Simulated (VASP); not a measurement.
# AsPdPtS2 (Cc) in VASP: notebook

The runs below take AsPdPtS2 through single point, with r2SCAN, revPBE.

Program: VASP 6.6.1. These are calculated values, not measurements. Logs are shortened: lines on timing, memory, paths and dates and some standing lists are left out, and cuts for length are marked.

## 1. The cell of the first run

Symmetry: Cc, No. 9, monoclinic system. The conventional cell has a = 3.797 Å, b = 16.048 Å, c = 5.915 Å, α = 90.00°, β = 90.00°, γ = 90.00°. Within 3.2 Å of Pt (site symmetry 1) lie 3 As at 2.40 to 2.49 Å and 3 S at 2.51 to 2.58 Å. Within 2.9 Å of Pd (site symmetry 1) lie 4 S at 2.17 to 2.45 Å. Within 3.0 Å of As (site symmetry 1) lie 1 S at 2.23 Å and 3 Pt at 2.40 to 2.49 Å. S (site symmetry 1) has 2 Pd at 2.17 to 2.45 Å and 2 Pt at 2.51 to 2.52 Å within 2.9 Å. S (site symmetry 1) has 1 As at 2.23 Å and 2 Pd at 2.28 to 2.29 Å and 1 Pt at 2.58 Å within 3.0 Å.

## 2. Single point, r2SCAN

The input, POSCAR:

```
AsPdPtS2
1.0
    3.7966262300      0.0000000000      0.0000000000
    1.8983131100     -8.0238607100      0.0000000000
    0.0000000000      0.0000000000     -5.9152978100
Pt Pd As S
2 2 2 4
Direct
    0.2330000000      0.6400000000      0.7500000000
    0.8730000000      0.3600000000      0.2500000000
    0.5060000000      0.0920000000      0.7510000000
    0.5980000000      0.9080000000      0.2510000000
    0.2820000000      0.5400000000      0.1330000000
    0.8220000000      0.4600000000      0.6330000000
    0.4660000000      0.1680000000      0.3500000000
    0.6340000000      0.8320000000      0.8500000000
    0.1660000000      0.7680000000      0.3500000000
    0.9340000000      0.2320000000      0.8500000000
```

The input, INCAR.step1:

```
SYSTEM = AsPdPtS2
PREC = Accurate ; ENCUT = 520
ISMEAR = -1 ; SIGMA = 0.1
LREAL = .False. ; LASPH = .True.
NELM = 100 ; NBANDS = 48
GGA = PE ; ALGO = Normal
EDIFF = 1E-4 ; LWAVE = .True.
LCHARG = .False.
```

The input, INCAR.step2:

```
SYSTEM = AsPdPtS2
PREC = Accurate ; ENCUT = 520
EDIFF = 1E-7 ; ISMEAR = -1
SIGMA = 0.1 ; LREAL = .False.
LASPH = .True. ; NELM = 100
ALGO = Normal ; ISIF = 2
LWAVE = .False. ; LCHARG = .False.
METAGGA = R2SCAN ; LMIXTAU = .True.
NBANDS = 48 ; ISTART = 1
```

The input, KPOINTS:

```
Automatic mesh
0
Gamma
  5 5 3
  0 0 0
```

Potentials or basis: VASP PAW PBE potentials, release 64 (Pt, Pd, As, S).

Launch:

```console
$ cat potpaw_PBE.64/Pt/POTCAR potpaw_PBE.64/Pd/POTCAR potpaw_PBE.64/As/POTCAR potpaw_PBE.64/S/POTCAR > POTCAR
$ cp INCAR.step1 INCAR
$ mpirun -np 1 vasp_std > vasp.out
$ cp INCAR.step2 INCAR
$ mpirun -np 1 vasp_std > vasp.out
```

OUTCAR:

```text
SYSTEM = AsPdPtS2
   PREC = Accurate
   ENCUT = 520
   EDIFF = 1E-7
   ISMEAR = -1
   LREAL = .False.
   LASPH = .True.
   NELM = 100
   ISIF = 2
   METAGGA = R2SCAN
   ISTART = 1

 ion  position               nearest neighbor table
   1  0.233  0.640  0.750-   5 2.40   6 2.48   6 2.49   8 2.51   8 2.52   9 2.58
   2  0.873  0.360  0.250-   6 2.40   5 2.48   5 2.49   7 2.51   7 2.52  10 2.58
   3  0.506  0.092  0.751-   8 2.17  10 2.28  10 2.29   7 2.45   4 3.31   4 3.31
   4  0.598  0.908  0.251-   7 2.17   9 2.28   9 2.29   8 2.45   3 3.31   3 3.31
   5  0.282  0.540  0.133-   9 2.23   1 2.40   2 2.48   2 2.49
   6  0.822  0.460  0.633-  10 2.23   2 2.40   1 2.48   1 2.49
   7  0.466  0.168  0.350-   4 2.17   3 2.45   2 2.51   2 2.52
   8  0.634  0.832  0.850-   3 2.17   4 2.45   1 2.51   1 2.52
   9  0.166  0.768  0.350-   5 2.23   4 2.28   4 2.29   1 2.58
  10  0.934  0.232  0.850-   6 2.23   3 2.28   3 2.29   2 2.58

  LATTYP: Found a base centered orthorhombic cell.
 ALAT       =     3.7966262300
 B/A-ratio  =     4.2268373150
 C/A-ratio  =     1.5580406002

  Lattice vectors:

 A1 = (   1.8983131200,   8.0238607100,   0.0000000000)
 A2 = (   1.8983131100,  -8.0238607100,   0.0000000000)
 A3 = (   0.0000000000,   0.0000000000,  -5.9152978100)

Analysis of symmetry for initial positions (statically):
=====================================================================
 Subroutine PRICEL returns:
 Original cell was already a primitive cell.

 Routine SETGRP: Setting up the symmetry group for a
 base centered orthorhombic supercell.

 Subroutine GETGRP returns: Found  2 space group operations
 (whereof  1 operations were pure point group operations)
 out of a pool of  8 trial point group operations.

The static configuration has the point symmetry C_1 .
 The point group associated with its full space group is C_1h.

Analysis of symmetry for dynamics (positions and initial velocities):
=====================================================================
 Subroutine PRICEL returns:
 Original cell was already a primitive cell.

 Routine SETGRP: Setting up the symmetry group for a
 base centered orthorhombic supercell.

 Subroutine GETGRP returns: Found  2 space group operations
 (whereof  1 operations were pure point group operations)
 out of a pool of  8 trial point group operations.

The dynamic configuration has the point symmetry C_1 .
 The point group associated with its full space group is C_1h.

 Subroutine INISYM returns: Found  2 space group operations
 (whereof  1 operations are pure point group operations),
[... 119 lines left out ...]
   POTIM  = 0.5000    time-step for ionic-motion
   TEBEG  =    0.0;   TEEND  =   0.0 temperature during run
   PSTRESS=    0.0 pullay stress
   NELECT =      74.0000    total number of electrons
   NUPDOWN=      -1.0000    fix difference up-down
   EMIN   =  10.00;   EMAX   =-10.00  energy-range for DOS
   EFERMI =   0.00;   METHOD = LEGACY
   ISMEAR =    -1;   SIGMA  =   0.10  broadening in eV -4-tet -1-fermi 0-gaus
   EFERMI_NEDOS =   21; number of points for ismear=-14 and -15
   IALGO  =     38    algorithm
   IMIX   =      4    mixing-type and parameters
     AMIX     =   0.40;   BMIX     =  1.00
     AMIX_MAG =   1.60;   BMIX_MAG =  1.00
  volume/ion in A,a.u.               =      18.02       121.61
  Fermi-wavevector in a.u.,A,eV,Ry     =   1.216838  2.299491 20.146077  1.480695
  Thomas-Fermi vector in A             =   2.352179
   LORBIT       =      0    0 simple, 1 ext, 2 COOP (PROOUT), +10 PAW based schemes
   METAGGA = R2SCAN    functional components
   LHFCALC =     F    Hartree Fock is set to
   AEXX    =    0.0000 exact exchange contribution
   IVDW    =     0    specifies the selected vdW correction
   LEPSILON=     F    determine dielectric tensor
   LRPA    =     F    only Hartree local field effects (RPA)
 non-spin polarized calculation
  energy-cutoff  :      520.00
  volume of cell :      180.20
 maximum number of plane-waves:      4872
   NGX = 15   NGY = 31   NGZ = 21

 number of electron      74.0000005 magnetization

 Free energy of the ion-electron system (eV)
  ---------------------------------------------------
  ext. energy  EPLUGINS =         0.00000000
  ---------------------------------------------------
  free energy    TOTEN  =      -213.47202993 eV

  energy without entropy =     -213.28832439  energy(sigma->0) =     -213.38017716

 E-fermi :   7.2436     XC(G=0): -11.6346

 val. band max:        7.2327827619   @ k =  -0.4000  -0.0000   0.3333
 cond. band min:       7.2720367055   @ k =   0.0000   0.0000   0.0000
 fundamental gap:      0.0392539436
 Fermi energy:         7.2435570812

 k-point     1 :       0.0000    0.0000    0.0000
  band No.  band energies     occupation
      1      -8.9971      2.00000
      2      -8.3298      2.00000
      3      -7.1462      2.00000
      4      -7.0400      2.00000
      5      -5.0692      2.00000
      6      -4.4112      2.00000
[... 1213 lines left out ...]
     47      13.3719      0.00000
     48      13.5238      0.00000

------------------------ aborting loop because EDIFF is reached ----------------------------------------

  FORCE on cell =-STRESS in cart. coord.  units (eV):
  Direction    XX          YY          ZZ          XY          YZ          ZX
  --------------------------------------------------------------------------------------
  -------------------------------------------------------------------------------------
  Total        4.4078166      9.6723630      0.1333799      0.0000000      0.0000000     -0.0430957
  in kB       39.1900895     85.9974014      1.1858865      0.0000001      0.0000000     -0.3831657
  external PRESSURE =      42.1244591 kB  Pullay stress =       0.0000000 kB

 VOLUME and BASIS-vectors are now :
 -----------------------------------------------------------------------------
  energy-cutoff  :      520.00
  volume of cell :      180.20
      direct lattice vectors                 reciprocal lattice vectors
     3.796626230  0.000000000  0.000000000     0.263391743  0.062314142  0.000000000
     1.898313110 -8.023860710  0.000000000     0.000000000 -0.124628285  0.000000000
     0.000000000  0.000000000 -5.915297810     0.000000000  0.000000000 -0.169053196

 POSITION                                       TOTAL-FORCE (eV/Angst)
 -----------------------------------------------------------------------------------
      2.09953     -5.13527     -4.43647        -0.084363     -0.367577      0.877806
      3.99785     -2.88859     -1.47882        -0.084363      0.367577      0.877806
      2.09574     -0.73820     -4.44239        -0.068532     -0.716813      1.122169
      3.99405     -7.28567     -1.48474        -0.068532      0.716813      1.122169
      2.09574     -4.33288     -0.78673         0.037336      0.817369     -0.200757
      3.99405     -3.69098     -3.74438         0.037336     -0.817369     -0.200757
      2.08814     -1.34801     -2.07035         0.041056     -1.902426     -0.580357
      3.98646     -6.67585     -5.02800         0.041056      1.902426     -0.580357
      2.08814     -6.16233     -2.07035         0.074502      0.555655     -1.218861
      3.98646     -1.86154     -5.02800         0.074502     -0.555655     -1.218861
 -----------------------------------------------------------------------------------
    total drift:                                0.000118      0.000006      0.000614

  FREE ENERGIE OF THE ION-ELECTRON SYSTEM (eV)
  ---------------------------------------------------
  free  energy   TOTEN  =      -213.4720299332 eV

  energy  without entropy=     -213.2883243865  energy(sigma->0) =     -213.38017716
```

OUTCAR.step1:

```text
SYSTEM = AsPdPtS2
   PREC = Accurate
   ENCUT = 520
   ISMEAR = -1
   LREAL = .False.
   LASPH = .True.
[... 1476 lines left out ...]
      3.98646     -6.67585     -5.02800         0.040959      1.921477     -0.585422
      2.08814     -6.16233     -2.07035         0.074575      0.362307     -1.331060
      3.98646     -1.86154     -5.02800         0.074575     -0.362307     -1.331060
 -----------------------------------------------------------------------------------
    total drift:                               -0.000099      0.000006     -0.000197

  FREE ENERGIE OF THE ION-ELECTRON SYSTEM (eV)
  ---------------------------------------------------
  free  energy   TOTEN  =       -50.8494970514 eV

  energy  without entropy=      -50.6602960272  energy(sigma->0) =      -50.75489654
```

OSZICAR.step1:

```text
N       E                     dE             d eps       ncg     rms          rms(c)
DAV:   1     0.447105010250E+03    0.44711E+03   -0.34844E+04  2304   0.141E+03
DAV:   2    -0.229617797268E+02   -0.47007E+03   -0.45175E+03  2592   0.287E+02
DAV:   3    -0.528423219493E+02   -0.29881E+02   -0.29106E+02  2832   0.693E+01
DAV:   4    -0.534482230479E+02   -0.60590E+00   -0.60411E+00  2736   0.109E+01
DAV:   5    -0.534608462175E+02   -0.12623E-01   -0.12619E-01  2808   0.156E+00    0.285E+01
DAV:   6    -0.517398601759E+02    0.17210E+01   -0.19217E+01  2672   0.252E+01    0.194E+01
DAV:   7    -0.513730738231E+02    0.36679E+00   -0.99079E+00  2552   0.233E+01    0.124E+01
DAV:   8    -0.509543495945E+02    0.41872E+00   -0.32569E+00  2528   0.161E+01    0.393E+00
DAV:   9    -0.508581055043E+02    0.96244E-01   -0.58161E-01  2592   0.566E+00    0.122E+00
DAV:  10    -0.508494838064E+02    0.86217E-02   -0.68917E-02  2672   0.157E+00    0.440E-01
DAV:  11    -0.508494056640E+02    0.78142E-04   -0.39690E-03  2672   0.337E-01    0.346E-01
DAV:  12    -0.508495093396E+02   -0.10368E-03   -0.98387E-04  2792   0.138E-01    0.107E-01
DAV:  13    -0.508494970514E+02    0.12288E-04   -0.13665E-04  1696   0.720E-02
   1 F= -.50849497E+02 E0= -.50754897E+02  d E =-.189201E+00
```

Wall time 20 min (1 thread of AMD EPYC 7R43 (Zen 3), shared host); peak memory 0.4 GiB.

Results:

| Quantity | Value |
| --- | --- |
| Free energy | -213.4720 eV |
| Pressure | 4.2 GPa |
| Largest force | 1.989 eV/Å |
| Band gap on the k mesh | zero (band 37 reaches 7.57 eV, above the bottom of band 38 at 7.08 eV) |

Forces on the atoms (eV/Å):
```
Pt  -0.084 -0.368  0.878
Pt  -0.084  0.368  0.878
Pd  -0.069 -0.717  1.122
Pd  -0.069  0.717  1.122
As   0.037  0.817 -0.201
As   0.037 -0.817 -0.201
S    0.041 -1.902 -0.580
S    0.041  1.902 -0.580
S    0.075  0.556 -1.219
S    0.075 -0.556 -1.219
```

Levels at points of the mesh, in eV from the Fermi level:
```csv
k point,band 35,band 36,band 37,band 38,band 39,band 40
"(0.00, 0.00, 0.00)",-0.18,-0.12,0.03,0.18,1.11,2.27
```

Caveat: the PAW data sets were made with another functional, which shifts forces and pressure a little; spin-orbit coupling is left out, which moves the levels of the heavy elements.

## 3. Single point, revPBE

The input, INCAR:

```
PREC = Accurate
ENCUT = 520
EDIFF = 1E-7
ISMEAR = -1
SIGMA = 0.1
LREAL = F
LASPH = T
NELM = 100
ALGO = Normal
ISIF = 2
LWAVE = F
LCHARG = F
GGA = RE
NBANDS = 48
```

The input, KPOINTS:

```
regular mesh
0
Gamma
  5 5 3
```

POSCAR is that of step 2.

Potentials or basis: VASP PAW PBE potentials, release 64 (Pt, Pd, As, S).

Launch:

```console
$ cat potpaw_PBE.64/Pt/POTCAR potpaw_PBE.64/Pd/POTCAR potpaw_PBE.64/As/POTCAR potpaw_PBE.64/S/POTCAR > POTCAR
$ mpirun -np 1 vasp_std > vasp.out
```

Wall time 7.1 min (1 thread of AMD EPYC 7R43 (Zen 3), shared host); peak memory 0.36 GiB.

It converged, with:

```
Free energy            : -46.8366 eV
Pressure               : 8.8 GPa
Largest force          : 2.047 eV/Å
Band gap on the k mesh : zero (band 37 reaches 7.77 eV, above the bottom of band 38 at 7.27 eV)
```

Forces in eV/Å, atoms in the order of the input:
```
Pt  -0.085 -0.547  0.965
Pt  -0.085  0.547  0.965
Pd  -0.070 -0.750  1.124
Pd  -0.070  0.750  1.124
As   0.039  0.881 -0.173
As   0.039 -0.881 -0.173
S    0.041 -1.964 -0.576
S    0.041  1.964 -0.576
S    0.075  0.406 -1.339
S    0.075 -0.406 -1.339
```

Stress tensor (GPa, compression positive):
```
 8.52  0.00 -0.04
 0.00 13.25  0.00
-0.04  0.00  4.75
```

Levels at points of the mesh, in eV from the Fermi level:
```csv
k point,band 33,band 34,band 35,band 36,band 37,band 38,band 39,band 40,band 41,band 42
"(0.00, 0.00, 0.00)",-1.70,-1.15,-0.17,-0.11,0.05,0.16,1.05,2.14,2.60,2.65
```

Caveat: the PAW data sets were made with another functional, which shifts forces and pressure a little; spin-orbit coupling is left out, which moves the levels of the heavy elements.

(Part 1 of 2 ends here.)
